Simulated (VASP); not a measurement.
A run of VASP 6.6.1:

Contents of INCAR:

```
SYSTEM = BN
ALGO = Normal ; EDIFF = 1E-8
ENCUT = 520 ; GGA = PS
ISIF = 2 ; ISMEAR = -1
LASPH = .TRUE. ; LCHARG = .FALSE.
LEFG = .TRUE. ; LREAL = .FALSE.
LWAVE = .FALSE. ; NBANDS = 16
NELM = 100 ; PREC = Accurate
SIGMA = 0.02
```

Contents of KPOINTS:

```
k-points
0
G
  11 11 4
  0 0 0
```

The input POSCAR:

```
BN
1.0
    2.5205749141      0.0000000000      0.0000000000
   -1.2602874571      2.1828819078      0.0000000000
    0.0000000000      0.0000000000      6.7053151929
B N
2 2
Direct
    0.3333333333      0.6666666667      0.2500000000
    0.6666666667      0.3333333333      0.7500000000
    0.3333333333      0.6666666667      0.7500000000
    0.6666666667      0.3333333333      0.2500000000
```

Potentials or basis: VASP PAW PBE potentials, release 64 (B, N).

Command:

```console
$ cat potpaw_PBE.64/B/POTCAR potpaw_PBE.64/N/POTCAR > POTCAR
$ mpirun -np 1 vasp_std > vasp.out
```

Hardware: 1 thread of AMD EPYC 7R13 (shared host).

Q: Estimate the wall time of this run.

A: Run time: 70 s on 1 thread of AMD EPYC 7R13, on a shared host, peak memory 0.13 GiB. Counts: scf iterations 15, k points 48.
